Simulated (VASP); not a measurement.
The system is BP.

```
CELL_PARAMETERS angstrom
0.00000 2.29100 2.25909
2.29100 0.00000 2.25909
2.29100 2.29100 0.00000
ATOMIC_POSITIONS crystal
B 0.00000 0.00000 0.00000
P 0.25000 0.25000 0.25000
```

This cell differs from its parent crystal: epitaxial xy strain +1.0%.

Base run:

| Item | Value |
| --- | --- |
| Program | VASP 6.6.1 |
| Functional | PBE |
| Potentials or basis | VASP PAW PBE potentials, release 64 (B, P) |
| Cutoff | 520 eV |
| k mesh | 10 × 10 × 10 |
| Occupations | fermi-dirac, width 0.02 eV |
| Spin | no spin polarisation |

Its results: band gap on the k mesh 1.05 eV, indirect (least direct gap 3.24 eV); pressure -1.5 GPa.

The run is repeated on the same cell with these changes: functional from PBE to r2SCAN; occupations from fermi-dirac, width 0.02 eV to gaussian, width 0.01 eV. What comes out?

Band gap on the k mesh 1.25 eV, indirect (least direct gap 3.47 eV); pressure -3.1 GPa.

Caveats: the PAW data sets were made with another functional, which shifts forces and pressure a little (some runs).

A k mesh can miss the band edges.
